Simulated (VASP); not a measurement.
# ZnSe2 in VASP: further runs, part 2 of 3

VASP 6.6.1.

**3. Single point, PBEsol (uniaxial strain along a: +1.5 %, then relaxed in part)**

The input, INCAR:

```
SYSTEM = ZnSe2
  PREC = Accurate
  ENCUT = 520
  EDIFF = 1E-6
  ISMEAR = 0
  SIGMA = 0.02
  LREAL = .FALSE.
  LASPH = .TRUE.
  NELM = 60
  ALGO = Normal
  ISIF = 2
  LWAVE = .FALSE.
  LCHARG = .FALSE.
  GGA = PS
  NBANDS = 60
```

The input, KPOINTS:

```
Automatic mesh
0
G
  6 6 6
  0 0 0
```

The input, POSCAR:

```
ZnSe2
1.0
    6.3328069312      0.0000000000      0.0000000000
    0.0000000000      6.2058434648      0.0000000000
    0.0000000000      0.0000000000      6.2065142155
Zn Se
4 8
Direct
    0.5000000000      0.5000000000      0.0000000000
    0.5000000000      0.0000000000      0.5000000000
    0.0000000000      0.5000000000      0.5000000000
    0.0000000000      0.0000000000      0.0000000000
    0.1094053751      0.8900513174      0.3897843593
    0.8905946249      0.3900513174      0.1102156407
    0.3905946249      0.1099486826      0.8897843593
    0.6094053751      0.6099486826      0.6102156407
    0.8905946249      0.1099486826      0.6102156407
    0.1094053751      0.6099486826      0.8897843593
    0.6094053751      0.8900513174      0.1102156407
    0.3905946249      0.3900513174      0.3897843593
```

Potentials or basis: VASP PAW PBE potentials, release 64 (Zn, Se).

Run with:

```
$ cat potpaw_PBE.64/Zn/POTCAR potpaw_PBE.64/Se/POTCAR > POTCAR
$ mpirun -np 1 vasp_std > vasp.out
```

OUTCAR:

```text
SYSTEM = ZnSe2
   PREC = Accurate
   ENCUT = 520
   EDIFF = 1E-6
   ISMEAR = 0
   LREAL = .FALSE.
   LASPH = .TRUE.
   NELM = 60
   ISIF = 2
   GGA = PS

 ion  position               nearest neighbor table
   1  0.500  0.500  0.000-   8 2.61  12 2.61  11 2.61   7 2.61   6 2.66  10 2.66
   2  0.500  0.000  0.500-   7 2.61  11 2.61   8 2.61  12 2.61   5 2.66   9 2.66
   3  0.000  0.500  0.500-   6 2.61  10 2.61   9 2.61   5 2.61   8 2.66  12 2.66
   4  0.000  0.000  0.000-   5 2.61   9 2.61   6 2.61  10 2.61   7 2.66  11 2.66
   5  0.109  0.890  0.390-   9 2.38   4 2.61   3 2.61   2 2.66
   6  0.891  0.390  0.110-  10 2.38   3 2.61   4 2.61   1 2.66
   7  0.391  0.110  0.890-  11 2.38   2 2.61   1 2.61   4 2.66
   8  0.609  0.610  0.610-  12 2.38   1 2.61   2 2.61   3 2.66
   9  0.891  0.110  0.610-   5 2.38   4 2.61   3 2.61   2 2.66
  10  0.109  0.610  0.890-   6 2.38   3 2.61   4 2.61   1 2.66
  11  0.609  0.890  0.110-   7 2.38   2 2.61   1 2.61   4 2.66
  12  0.391  0.390  0.390-   8 2.38   1 2.61   2 2.61   3 2.66

  LATTYP: Found a simple orthorhombic cell.
 ALAT       =     6.2058434648
[... 1722 lines left out ...]
     59       9.4290      0.00000
     60       9.4290      0.00000

 [... further k-points ...]

------------------------ aborting loop because EDIFF is reached ----------------------------------------

  FORCE on cell =-STRESS in cart. coord.  units (eV):
  Direction    XX          YY          ZZ          XY          YZ          ZX
  --------------------------------------------------------------------------------------
  -------------------------------------------------------------------------------------
  Total       -0.8191923      0.4118754      0.4104092      0.0000000      0.0000000      0.0000000
  in kB       -5.3808593      2.7054005      2.6957701      0.0000000      0.0000000      0.0000000
  external PRESSURE =       0.0067705 kB  Pullay stress =       0.0000000 kB

 VOLUME and BASIS-vectors are now :
 -----------------------------------------------------------------------------
  energy-cutoff  :      520.00
  volume of cell :      243.92
      direct lattice vectors                 reciprocal lattice vectors
     6.332806931  0.000000000  0.000000000     0.157907862  0.000000000  0.000000000
     0.000000000  6.205843465  0.000000000     0.000000000  0.161138451  0.000000000
     0.000000000  0.000000000  6.206514216     0.000000000  0.000000000  0.161121036

 POSITION                                       TOTAL-FORCE (eV/Angst)
 -----------------------------------------------------------------------------------
      3.16640      3.10292      0.00000         0.000000     -0.000000      0.000000
      3.16640      0.00000      3.10326         0.000000     -0.000000      0.000000
      0.00000      3.10292      3.10326         0.000000     -0.000000      0.000000
      0.00000      0.00000      0.00000         0.000000     -0.000000      0.000000
      0.69284      5.52352      2.41920         0.019359     -0.012851     -0.017310
      5.63996      2.42060      0.68405        -0.019359     -0.012851      0.017310
      2.47356      0.68232      5.52246        -0.019359      0.012851     -0.017310
      3.85925      3.78525      3.78731         0.019359      0.012851      0.017310
      5.63996      0.68232      3.78731        -0.019359      0.012851      0.017310
      0.69284      3.78525      5.52246         0.019359      0.012851     -0.017310
      3.85925      5.52352      0.68405         0.019359     -0.012851      0.017310
      2.47356      2.42060      2.41920        -0.019359     -0.012851     -0.017310
 -----------------------------------------------------------------------------------
    total drift:                                0.000000      0.000000     -0.000000

  FREE ENERGIE OF THE ION-ELECTRON SYSTEM (eV)
  ---------------------------------------------------
  free  energy   TOTEN  =       -41.2108399837 eV

  energy  without entropy=      -41.2108399837  energy(sigma->0) =      -41.21083998
```

stdout:

```text
POSCAR found type information on POSCAR ZnSe
 POSCAR found :  2 types and      12 ions
 scaLAPACK will be used
 -----------------------------------------------------------------------------
|                                                                             |
|                                                                             |
|     You enforced a specific xc type in the INCAR file but a different       |
|     I HOPE YOU KNOW WHAT YOU ARE DOING!                                     |
|                                                                             |
 -----------------------------------------------------------------------------

 LDA part: xc-table for (Slater+PW92), standard interpolation
 POSCAR, INCAR and KPOINTS ok, starting setup
 FFT: planning ... GRIDC
 FFT: planning ... GRID_SOFT
 FFT: planning ... GRID
 WAVECAR not read
 entering main loop
```

Wall time 22 min (1 thread of Oxide Virtual Turin-like, shared host); peak memory 0.74 GiB.

What came out:

```yaml
Free_energy: -41.2108 eV
Pressure: 0.0 GPa
Largest_force: 0.029 eV/Å
Band_gap_on_the_k_mesh: 0.62 eV (least direct gap 0.79 eV)
```

Forces in eV/Å, atoms in the order of the input:
```
Zn   0.000  0.000  0.000
Zn   0.000  0.000  0.000
Zn   0.000  0.000  0.000
Zn   0.000  0.000  0.000
Se   0.019 -0.013 -0.017
Se  -0.019 -0.013  0.017
Se  -0.019  0.013 -0.017
Se   0.019  0.013  0.017
Se  -0.019  0.013  0.017
Se   0.019  0.013 -0.017
Se   0.019 -0.013  0.017
Se  -0.019 -0.013 -0.017
```

Levels at points of the mesh, in eV from the valence-band top:
```
           k point  band 44  band 45  band 46  band 47  band 48  band 49  band 50  band 51  band 52  band 53
(0.00, 0.00, 0.00)    -0.87    -0.87    -0.86    -0.16     0.00     0.79     1.41     2.07     2.07     2.10
(0.50, 0.00, 0.00)    -2.15    -1.69    -1.69    -0.21    -0.21     1.13     1.13     1.13     1.13     3.10
(0.00, 0.50, 0.00)    -2.16    -1.54    -1.54    -0.26    -0.26     1.15     1.15     1.16     1.16     3.13
(0.50, 0.50, 0.00)    -1.92    -1.63    -1.63    -1.63    -1.63     1.10     1.10     1.10     1.10     2.72
(0.00, 0.00, 0.50)    -2.18    -1.50    -1.50    -0.24    -0.24     1.13     1.13     1.19     1.19     2.94
(0.50, 0.00, 0.50)    -1.90    -1.64    -1.64    -1.64    -1.64     1.07     1.07     1.07     1.07     2.71
(0.00, 0.50, 0.50)    -1.89    -1.61    -1.61    -1.61    -1.61     1.13     1.13     1.13     1.13     2.64
(0.50, 0.50, 0.50)    -2.41    -2.01    -2.01    -2.01    -2.01     1.11     1.11     1.11     1.11     2.68
```

Caveat: the cell differs from its parent crystal (uniaxial strain along a: +1.5 %, then relaxed in part); the PAW data sets were made with another functional, which shifts forces and pressure a little. A k mesh can miss the band edges.

**4. Single point, PBEsol (uniaxial strain along a: +3.0 %)**

The input, INCAR:

```
PREC = Accurate
ENCUT = 520
EDIFF = 1E-6
ISMEAR = 0
SIGMA = 0.02
LREAL = False
LASPH = True
NELM = 100
ALGO = Normal
ISIF = 2
LWAVE = False
LCHARG = False
GGA = PS
NBANDS = 60
```

The input, KPOINTS:

```
Automatic mesh
0
Gamma
  6 6 6
```

Changes to POSCAR since step 3:

```diff
@@ -2,5 +2,5 @@
 1.0
-    6.3328069312      0.0000000000      0.0000000000
-    0.0000000000      6.2058434648      0.0000000000
-    0.0000000000      0.0000000000      6.2065142155
+    6.4263952110      0.0000000000      0.0000000000
+    0.0000000000      6.1924245115      0.0000000000
+    0.0000000000      0.0000000000      6.1924245115
 Zn Se
```

Run with:

```
$ cat potpaw_PBE.64/Zn/POTCAR potpaw_PBE.64/Se/POTCAR > POTCAR
$ mpirun -np 1 vasp_std > vasp.out
```

Run time: 23 min. Hardware: 1 thread of Oxide Virtual Turin-like, shared host; peak memory 0.74 GiB.

The run converged. Its results:

| Quantity | Value |
| --- | --- |
| Free energy | -41.1860 eV |
| Pressure | -0.7 GPa |
| Largest force | 0.039 eV/Å |
| Band gap on the k mesh | 0.56 eV (least direct gap 0.75 eV) |

Forces on the atoms (eV/Å):
```
Zn   0.000  0.000  0.000
Zn   0.000  0.000  0.000
Zn   0.000  0.000  0.000
Zn   0.000  0.000  0.000
Se  -0.033  0.021  0.002
Se   0.033  0.021 -0.002
Se   0.033 -0.021  0.002
Se  -0.033 -0.021 -0.002
Se   0.033 -0.021 -0.002
Se  -0.033 -0.021  0.002
Se  -0.033  0.021 -0.002
Se   0.033  0.021  0.002
```

Stress tensor (GPa, compression positive):
```
-1.63  0.00  0.00
 0.00 -0.20  0.00
 0.00  0.00 -0.20
```

Levels at points of the mesh, in eV from the valence-band top:
| k point | band 45 | band 46 | band 47 | band 48 | band 49 | band 50 | band 51 | band 52 |
| --- | --- | --- | --- | --- | --- | --- | --- | --- |
| (0.00, 0.00, 0.00) | -0.91 | -0.89 | -0.30 | 0.00 | 0.75 | 1.34 | 1.97 | 1.98 |
| (0.50, 0.00, 0.00) | -1.80 | -1.80 | -0.25 | -0.25 | 1.04 | 1.04 | 1.04 | 1.04 |
| (0.00, 0.50, 0.00) | -1.54 | -1.54 | -0.34 | -0.34 | 1.09 | 1.09 | 1.11 | 1.11 |
| (0.00, 0.00, 0.50) | -1.47 | -1.47 | -0.30 | -0.30 | 1.06 | 1.06 | 1.17 | 1.17 |
| (0.50, 0.50, 0.00) | -1.64 | -1.64 | -1.64 | -1.64 | 1.05 | 1.05 | 1.05 | 1.05 |
| (0.50, 0.00, 0.50) | -1.65 | -1.65 | -1.65 | -1.65 | 0.99 | 0.99 | 0.99 | 0.99 |
| (0.00, 0.50, 0.50) | -1.64 | -1.64 | -1.64 | -1.64 | 1.09 | 1.09 | 1.09 | 1.09 |
| (0.50, 0.50, 0.50) | -2.04 | -2.04 | -2.04 | -2.04 | 1.08 | 1.08 | 1.08 | 1.08 |

Caveat: the cell differs from its parent crystal (uniaxial strain along a: +3.0 %); the PAW data sets were made with another functional, which shifts forces and pressure a little. A k mesh can miss the band edges.

(Continued in part 3 of 3.)
